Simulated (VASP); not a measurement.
# P (Fm-3m) in VASP: a series of runs

The runs below take P through single point, with LDA.

Everything below comes from runs of VASP 6.6.1. Logs are shortened: lines on timing, memory, paths and dates and some standing lists are left out, and cuts for length are marked.

### 1 The cell of the first run

Symmetry: Fm-3m, No. 225, cubic system. The conventional cell has a = 3.479 Å, b = 3.479 Å, c = 3.479 Å, α = 90.00°, β = 90.00°, γ = 90.00°. Within 3.2 Å of P (site symmetry m-3m) lie 12 P at 2.46 Å.

### 2 Single point, LDA (volume scaled by 0.76)

INCAR reads:

```
SYSTEM = P
PREC = Accurate
ENCUT = 520
EDIFF = 1E-7
ISMEAR = -1
SIGMA = 0.1
LREAL = .FALSE.
LASPH = .TRUE.
NELM = 60
ALGO = Normal
ISIF = 2
LWAVE = .FALSE.
LCHARG = .FALSE.
NBANDS = 8
```

KPOINTS reads:

```
regular mesh
0
G
  17 17 17
  0 0 0
```

POSCAR reads:

```
P
1.0
    0.0000000000      1.7394089844      1.7394089844
    1.7394089844      0.0000000000      1.7394089844
    1.7394089844      1.7394089844      0.0000000000
P
1
Direct
    0.0000000000      0.0000000000      0.0000000000
```

Potentials or basis: VASP PAW LDA potentials, release 64 (P).

Launch:

```console
cat potpaw_LDA.64/P/POTCAR > POTCAR
mpirun -np 1 vasp_std > vasp.out
```

OUTCAR:

```text
SYSTEM = P
   PREC = Accurate
   ENCUT = 520
   EDIFF = 1E-7
   ISMEAR = -1
   LREAL = .FALSE.
   LASPH = .TRUE.
   NELM = 60
   ISIF = 2

 ion  position               nearest neighbor table
   1  0.000  0.000  0.000-

  LATTYP: Found a face centered cubic cell.
 ALAT       =     3.4788179688

  Lattice vectors:

 A1 = (   0.0000000000,   1.7394089844,   1.7394089844)
 A2 = (   1.7394089844,   0.0000000000,   1.7394089844)
 A3 = (   1.7394089844,   1.7394089844,   0.0000000000)

Analysis of symmetry for initial positions (statically):
=====================================================================
 Subroutine PRICEL returns:
 Original cell was already a primitive cell.

 Routine SETGRP: Setting up the symmetry group for a
 face centered cubic supercell.

 Subroutine GETGRP returns: Found 48 space group operations
 (whereof 48 operations were pure point group operations)
 out of a pool of 48 trial point group operations.

The static configuration has the point symmetry O_h .

Analysis of symmetry for dynamics (positions and initial velocities):
=====================================================================
 Subroutine PRICEL returns:
 Original cell was already a primitive cell.

 Routine SETGRP: Setting up the symmetry group for a
 face centered cubic supercell.

 Subroutine GETGRP returns: Found 48 space group operations
 (whereof 48 operations were pure point group operations)
 out of a pool of 48 trial point group operations.

The dynamic configuration has the point symmetry O_h .

 Subroutine INISYM returns: Found 48 space group operations
 (whereof 48 operations are pure point group operations),
 and found     1 'primitive' translations

----------------------------------------------------------------------------------------

                                     Primitive cell

  volume of cell :      10.5253

  direct lattice vectors                    reciprocal lattice vectors
     0.000000000  1.739408984  1.739408984    -0.287453960  0.287453960  0.287453960
     1.739408984  0.000000000  1.739408984     0.287453960 -0.287453960  0.287453960
     1.739408984  1.739408984  0.000000000     0.287453960  0.287453960 -0.287453960

  length of vectors
     2.459895776  2.459895776  2.459895776     0.497884863  0.497884863  0.497884863

  position of ions in fractional coordinates (direct lattice)
     0.000000000  0.000000000  0.000000000

  ion indices of the primitive-cell ions
   primitive index   ion index
                 1           1

----------------------------------------------------------------------------------------

 KPOINTS: regular mesh

Automatic generation of k-mesh.
 Grid dimensions read from file:
 generate k-points for:   17   17   17

 Generating k-lattice:

  Cartesian coordinates                     Fractional coordinates (reciprocal lattice)
    -0.016909056  0.016909056  0.016909056     0.058823529  0.000000000  0.000000000
     0.016909056 -0.016909056  0.016909056     0.000000000  0.058823529  0.000000000
     0.016909056  0.016909056 -0.016909056     0.000000000  0.000000000  0.058823529

  Length of vectors
     0.029287345  0.029287345  0.029287345

  Shift w.r.t. Gamma in fractional coordinates (k-lattice)
     0.000000000  0.000000000  0.000000000

 Subroutine IBZKPT returns following result:
 ===========================================

 Found    165 irreducible k-points:

 Following reciprocal coordinates:
            Coordinates               Weight
  0.000000  0.000000  0.000000      1.000000
  0.058824  0.000000  0.000000      8.000000
  0.117647  0.000000  0.000000      8.000000
  0.176471  0.000000  0.000000      8.000000
  0.235294  0.000000  0.000000      8.000000
  0.294118  0.000000  0.000000      8.000000
[... 16 lines left out ...]
 -0.176471  0.058824  0.000000     24.000000
 -0.117647  0.058824  0.000000     24.000000
 [... further k-points ...]
   k-points           NKPTS =    165   k-points in BZ     NKDIM =    165   number of bands    NBANDS=      8
   number of dos      NEDOS =    301   number of ions     NIONS =      1
   total plane-waves  NPLWV =   5832
   dimension x,y,z NGX =    18 NGY =   18 NGZ =   18
   dimension x,y,z NGXF=    36 NGYF=   36 NGZF=   36
   ions per type =               1
   NGX,Y,Z   is equivalent  to a cutoff of  12.16, 12.16, 12.16 a.u.
   NGXF,Y,Z  is equivalent  to a cutoff of  24.33, 24.33, 24.33 a.u.
 SYSTEM =  P
   PREC   = accura    normal or accurate (medium, high low for compatibility)
   ISTART =      0    job   : 0-new  1-cont  2-samecut
   ICHARG =      2    charge: 1-file 2-atom 10-const
   ISPIN  =      1    spin polarized calculation?
   LNONCOLLINEAR =      F non collinear calculations
   LSORBIT =      F    spin-orbit coupling
   LASPH  =      T    aspherical Exc in radial PAW
   ENCUT  =  520.0 eV  38.22 Ry    6.18 a.u.   4.57  4.57  4.57*2*pi/ulx,y,z
   NELM   =     60;   NELMIN=  2; NELMDL= -5     # of ELM steps
   EDIFF  = 0.1E-06   stopping-criterion for ELM
   LREAL  =      F    real-space projection
   EDIFFG = 0.1E-05   stopping-criterion for IOM
   NSW    =      0    number of steps for IOM
   IBRION =     -1    ionic relax: 0-MD 1-quasi-New 2-CG
   NFREE  =      0    steps in history (QN), initial steepest desc. (CG)
   ISIF   =      2    stress and relaxation
   ISYM   =      2    0-nonsym 1-usesym 2-fastsym
   POTIM  = 0.5000    time-step for ionic-motion
   TEBEG  =    0.0;   TEEND  =   0.0 temperature during run
   PSTRESS=    0.0 pullay stress
   NELECT =       5.0000    total number of electrons
   NUPDOWN=      -1.0000    fix difference up-down
   EMIN   =  10.00;   EMAX   =-10.00  energy-range for DOS
   EFERMI =   0.00;   METHOD = LEGACY
   ISMEAR =    -1;   SIGMA  =   0.10  broadening in eV -4-tet -1-fermi 0-gaus
   EFERMI_NEDOS =   21; number of points for ismear=-14 and -15
   IALGO  =     38    algorithm
   IMIX   =      4    mixing-type and parameters
     AMIX     =   0.40;   BMIX     =  1.00
     AMIX_MAG =   1.60;   BMIX_MAG =  1.00
  volume/ion in A,a.u.               =      10.53        71.03
  Fermi-wavevector in a.u.,A,eV,Ry     =   1.277379  2.413896 22.200589  1.631697
  Thomas-Fermi vector in A             =   2.409982
   LORBIT       =      0    0 simple, 1 ext, 2 COOP (PROOUT), +10 PAW based schemes
   GGA     = CA    functional components
   LHFCALC =     F    Hartree Fock is set to
   AEXX    =    0.0000 exact exchange contribution
   IVDW    =     0    specifies the selected vdW correction
   LEPSILON=     F    determine dielectric tensor
   LRPA    =     F    only Hartree local field effects (RPA)
 non-spin polarized calculation
  energy-cutoff  :      520.00
  volume of cell :       10.53
 maximum number of plane-waves:       296
   NGX =  9   NGY =  9   NGZ =  9

 number of electron       4.9999999 magnetization

 Free energy of the ion-electron system (eV)
  ---------------------------------------------------
  ext. energy  EPLUGINS =         0.00000000
  ---------------------------------------------------
  free energy    TOTEN  =        -4.90287836 eV

  energy without entropy =       -4.89150682  energy(sigma->0) =       -4.89719259

 E-fermi :  15.0908     XC(G=0): -12.9763

 val. band max:       15.0321323521   @ k =   0.4706   0.2353   0.0000
 cond. band min:      15.0932103697   @ k =   0.4706   0.3529   0.1176
 fundamental gap:      0.0610780177
 Fermi energy:        15.0907742314

 k-point     1 :       0.0000    0.0000    0.0000
  band No.  band energies     occupation
      1      -5.0798      2.00000
      2      25.1744      0.00000
      3      25.1744      0.00000
      4      25.1744      0.00000
      5      27.1782      0.00000
      6      27.1782      0.00000
      7      27.1782      0.00000
      8      34.5084      0.00000

 k-point     2 :       0.0588    0.0000    0.0000
  band No.  band energies     occupation
      1      -4.9575      2.00000
      2      23.4095      0.00000
      3      24.7175      0.00000
      4      24.7175      0.00000
      5      27.7773      0.00000
      6      27.7773      0.00000
      7      27.9991      0.00000
      8      34.7920      0.00000

 k-point     3 :       0.1176    0.0000    0.0000
  band No.  band energies     occupation
      1      -4.5912      2.00000
      2      20.5691      0.00000
      3      23.9724      0.00000
      4      23.9724      0.00000
      5      28.4978      0.00000
      6      28.8526      0.00000
      7      28.8526      0.00000
      8      33.7587      0.00000

 k-point     4 :       0.1765    0.0000    0.0000
  band No.  band energies     occupation
      1      -3.9821      2.00000
      2      17.5967      0.00000
      3      23.3166      0.00000
      4      23.3166      0.00000
      5      28.5754      0.00000
      6      29.5163      0.00000
      7      29.5163      0.00000
      8      33.2540      0.00000

 k-point     5 :       0.2353    0.0000    0.0000
  band No.  band energies     occupation
      1      -3.1323      2.00000
      2      14.6842      1.96629
      3      22.8172      0.00000
      4      22.8172      0.00000
      5      28.5282      0.00000
      6      29.0365      0.00000
      7      29.0365      0.00000
      8      34.1817      0.00000

 k-point     6 :       0.2941    0.0000    0.0000
  band No.  band energies     occupation
      1      -2.0450      2.00000
      2      11.9064      2.00000
      3      22.4814      0.00000
      4      22.4814      0.00000
      5      28.0488      0.00000
      6      28.0488      0.00000
      7      28.4929      0.00000
      8      35.1654      0.00000

 k-point     7 :       0.3529    0.0000    0.0000
  band No.  band energies     occupation
      1      -0.7251      2.00000
      2       9.3013      2.00000
      3      22.2942      0.00000
      4      22.2942      0.00000
      5      27.1044      0.00000
      6      27.1044      0.00000
      7      28.5186      0.00000
      8      34.0524      0.00000

 k-point     8 :       0.4118    0.0000    0.0000
  band No.  band energies     occupation
      1       0.8179      2.00000
      2       6.8946      2.00000
      3      22.2206      0.00000
      4      22.2206      0.00000
      5      26.3876      0.00000
      6      26.3876      0.00000
      7      28.5969      0.00000
      8      33.2135      0.00000

 k-point     9 :       0.4706    0.0000    0.0000
  band No.  band energies     occupation
      1       2.5345      2.00000
      2       4.7445      2.00000
      3      22.2075      0.00000
      4      22.2075      0.00000
      5      25.9978      0.00000
      6      25.9978      0.00000
      7      28.6703      0.00000
      8      32.7502      0.00000

 k-point    10 :       0.0588    0.0588    0.0000
  band No.  band energies     occupation
      1      -4.9168      2.00000
      2      23.7932      0.00000
      3      23.7932      0.00000
      4      24.8217      0.00000
      5      26.3451      0.00000
      6      28.7598      0.00000
      7      28.7598      0.00000
      8      33.7787      0.00000
[... 78 lines left out ...]
 k-point    18 :      -0.4706    0.0588    0.0000
  band No.  band energies     occupation
      1       3.1483      2.00000
      2       4.2909      2.00000
      3      20.9809      0.00000
      4      21.7456      0.00000
      5      25.6806      0.00000
      6      26.6080      0.00000
      7      29.3961      0.00000
      8      33.7794      0.00000

 k-point    19 :      -0.4118    0.0588    0.0000
  band No.  band energies     occupation
      1       1.4834      2.00000
      2       6.2447      2.00000
      3      20.6717      0.00000
      4      22.1942      0.00000
      5      26.2705      0.00000
      6      26.4394      0.00000
      7      29.2981      0.00000
      8      34.1040      0.00000

 k-point    20 :      -0.3529    0.0588    0.0000
  band No.  band energies     occupation
      1      -0.1282      2.00000
      2       8.5762      2.00000
      3      20.5155      0.00000
      4      22.6904      0.00000
      5      26.6205      0.00000
      6      27.1092      0.00000
      7      29.1872      0.00000
      8      34.7735      0.00000

 k-point    21 :      -0.2941    0.0588    0.0000
  band No.  band energies     occupation
      1      -1.5234      2.00000
      2      11.1154      2.00000
      3      20.5368      0.00000
      4      23.1963      0.00000
      5      27.1607      0.00000
      6      28.1441      0.00000
      7      29.1131      0.00000
      8      35.2343      0.00000

 k-point    22 :      -0.2353    0.0588    0.0000
  band No.  band energies     occupation
      1      -2.6884      2.00000
      2      13.8345      1.99999
      3      20.7483      0.00000
      4      23.7181      0.00000
      5      27.9586      0.00000
      6      29.0783      0.00000
      7      29.2878      0.00000
      8      33.2621      0.00000

 k-point    23 :      -0.1765    0.0588    0.0000
  band No.  band energies     occupation
      1      -3.6173      2.00000
      2      16.6999      0.00000
      3      21.1546      0.00000
      4      24.2847      0.00000
      5      28.5947      0.00000
      6      29.0371      0.00000
      7      30.2536      0.00000
      8      31.9702      0.00000

 k-point    24 :      -0.1176    0.0588    0.0000
  band No.  band energies     occupation
      1      -4.3067      2.00000
      2      19.6475      0.00000
      3      21.7529      0.00000
      4      24.8773      0.00000
      5      28.2033      0.00000
      6      28.8420      0.00000
      7      30.2986      0.00000
      8      32.2227      0.00000

 [... further k-points ...]

------------------------ aborting loop because EDIFF is reached ----------------------------------------

  FORCE on cell =-STRESS in cart. coord.  units (eV):
  Direction    XX          YY          ZZ          XY          YZ          ZX
  --------------------------------------------------------------------------------------
  -------------------------------------------------------------------------------------
  Total        3.2132402      3.2132402      3.2132402     -0.0000000     -0.0000000      0.0000000
  in kB      489.1236393    489.1236393    489.1236393     -0.0000000     -0.0000000      0.0000000
  external PRESSURE =     489.1236393 kB  Pullay stress =       0.0000000 kB

 VOLUME and BASIS-vectors are now :
 -----------------------------------------------------------------------------
  energy-cutoff  :      520.00
  volume of cell :       10.53
      direct lattice vectors                 reciprocal lattice vectors
     0.000000000  1.739408984  1.739408984    -0.287453960  0.287453960  0.287453960
     1.739408984  0.000000000  1.739408984     0.287453960 -0.287453960  0.287453960
     1.739408984  1.739408984  0.000000000     0.287453960  0.287453960 -0.287453960

 POSITION                                       TOTAL-FORCE (eV/Angst)
 -----------------------------------------------------------------------------------
      0.00000      0.00000      0.00000         0.000000      0.000000     -0.000000
 -----------------------------------------------------------------------------------
    total drift:                               -0.000000      0.000000     -0.000000

  FREE ENERGIE OF THE ION-ELECTRON SYSTEM (eV)
  ---------------------------------------------------
  free  energy   TOTEN  =        -4.9028783619 eV

  energy  without entropy=       -4.8915068230  energy(sigma->0) =       -4.89719259
```

It took 7 s on 1 thread of AMD EPYC 7R13 (Zen 3), shared host; peak memory 0.08 GiB.

What came out:

```yaml
Free_energy: -4.9029 eV
Pressure: 48.9 GPa
```

Caveat: the cell differs from its parent crystal (volume scaled by 0.76).

### 3 Single point, LDA (volume scaled by 0.84)

INCAR reads:

```
PREC = Accurate ; ENCUT = 520
EDIFF = 1E-6 ; ISMEAR = -1
SIGMA = 0.1 ; LREAL = F
LASPH = T ; NELM = 60
ALGO = Normal ; ISIF = 2
LWAVE = F ; LCHARG = F
NBANDS = 8
```

KPOINTS reads:

```
regular mesh
0
Gamma
  17 17 17
```

POSCAR reads:

```
P
1.0
    0.0000000000      1.7984164798      1.7984164798
    1.7984164798      0.0000000000      1.7984164798
    1.7984164798      1.7984164798      0.0000000000
P
1
Direct
    0.0000000000      0.0000000000      0.0000000000
```

Potentials or basis: VASP PAW LDA potentials, release 64 (P).

Launch:

```console
cat potpaw_LDA.64/P/POTCAR > POTCAR
mpirun -np 1 vasp_std > vasp.out
```

Run time: 7.7 s. Hardware: 1 thread of AMD EPYC 7R13 (Zen 3), shared host; peak memory 0.09 GiB.

It converged, with:

```yaml
Free_energy: -5.1560 eV
Pressure: 25.7 GPa
```

Levels at points of the mesh, in eV from the Fermi level:
```
           k point  band 1  band 2  band 3  band 4  band 5
(0.00, 0.00, 0.00)  -18.86    8.91    8.91    8.91   11.89
```

Caveat: the cell differs from its parent crystal (volume scaled by 0.84).

### 4 Single point, LDA (volume scaled by 0.84)

INCAR reads:

```
SYSTEM = P
ALGO = Normal
EDIFF = 1E-7
ENCUT = 520
GGA = CA
ISIF = 2
ISMEAR = -1
LASPH = .True.
LCHARG = .True.
LELF = .True.
LREAL = .False.
LVHAR = .True.
LWAVE = .False.
NBANDS = 8
NELM = 80
PREC = Accurate
SIGMA = 0.1
```

KPOINTS reads:

```
k-points
0
Gamma
  17 17 17
  0 0 0
```

POSCAR is that of step 3.

Launch:

```console
cat potpaw_LDA.64/P/POTCAR > POTCAR
mpirun -np 1 vasp_std > vasp.out
```

Run time: 8.9 s. Hardware: 1 thread of AMD EPYC 7R13 (Zen 3), shared host; peak memory 0.09 GiB.

Results (log left out):

* Free energy: -5.1560 eV
* Pressure: 25.7 GPa

Levels at points of the mesh, in eV from the Fermi level:
| k point | band 1 | band 2 | band 3 | band 4 | band 5 | band 6 | band 7 |
| --- | --- | --- | --- | --- | --- | --- | --- |
| (0.00, 0.00, 0.00) | -18.86 | 8.91 | 8.91 | 8.91 | 11.89 | 11.89 | 11.89 |

Caveat: the cell differs from its parent crystal (volume scaled by 0.84).

### 5 Single point, LDA (volume scaled by 0.92)

INCAR reads:

```
ALGO = Normal
EDIFF = 1E-6
ENCUT = 520
ISIF = 2
ISMEAR = -1
LASPH = T
LCHARG = T
LELF = T
LREAL = F
LVHAR = T
LWAVE = F
NBANDS = 8
NELM = 80
PREC = Accurate
SIGMA = 0.1
```

KPOINTS reads:

```
k-points
0
Gamma
  17 17 17
```

POSCAR reads:

```
P
1.0
    0.0000000000      1.8537868082      1.8537868082
    1.8537868082      0.0000000000      1.8537868082
    1.8537868082      1.8537868082      0.0000000000
P
1
Direct
    0.0000000000      0.0000000000      0.0000000000
```

Launch:

```console
cat potpaw_LDA.64/P/POTCAR > POTCAR
mpirun -np 1 vasp_std > vasp.out
```

It took 8.3 s on 1 thread of AMD EPYC 7R13 (Zen 3), shared host; peak memory 0.09 GiB.

Results (log left out):

| Item | Value |
| --- | --- |
| Free energy | -5.2770 eV |
| Pressure | 10.2 GPa |

Levels at points of the mesh, in eV from the Fermi level:
```csv
k point,band 1,band 2,band 3,band 4,band 5,band 6
"(0.00, 0.00, 0.00)",-17.76,7.94,7.94,7.94,11.70,11.70
```

Caveat: the cell differs from its parent crystal (volume scaled by 0.92).

### 6 Single point, LDA

This run uses another cell than the first one, of 13.85 Å³/atom, 1.316 times its volume.

INCAR reads:

```
PREC = Accurate
ENCUT = 520
EDIFF = 1E-6
ISMEAR = -1
SIGMA = 0.1
LREAL = False
LASPH = True
NELM = 100
ALGO = Normal
ISIF = 2
LWAVE = False
LCHARG = False
NBANDS = 8
```

KPOINTS reads:

```
regular mesh
0
Gamma
  17 17 17
```

POSCAR reads:

```
P
1.0
    0.0000000000      1.9060334215      1.9060334215
    1.9060334215      0.0000000000      1.9060334215
    1.9060334215      1.9060334215      0.0000000000
P
1
Direct
    0.0000000000      0.0000000000      0.0000000000
```

Potentials or basis: VASP PAW LDA potentials, release 64 (P).

Launch:

```console
cat potpaw_LDA.64/P/POTCAR > POTCAR
mpirun -np 1 vasp_std > vasp.out
```

Run time: 7.9 s. Hardware: 1 thread of AMD EPYC 7R13 (Zen 3), shared host; peak memory 0.09 GiB.

It converged, with:

```yaml
Free_energy: -5.3096 eV
Pressure: -0.1 GPa
```

Levels at points of the mesh, in eV from the Fermi level:
```csv
k point,band 1,band 2,band 3,band 4,band 5
"(0.00, 0.00, 0.00)",-16.82,7.12,7.12,7.12,11.53
```

### 7 Summary

| cell | gap on the mesh (eV) | pressure (GPa) |
| --- | --- | --- |
| a = 2.460 Å, angles 60.0°, 1 atom | none | 48.9 |
| a = 2.543 Å, angles 60.0°, 1 atom | none | 25.7 |
| a = 2.622 Å, angles 60.0°, 1 atom | none | 10.2 |
| a = 2.696 Å, angles 60.0°, 1 atom | none | -0.1 |

Alike in all rows: task single point; level LDA; potentials or basis VASP PAW LDA potentials, release 64 (P); no spin polarisation; k mesh 17 × 17 × 17; cutoff (eV) 520; smearing fermi-dirac 0.1 eV.

Absolute energies hang on the potentials; compare differences alone.
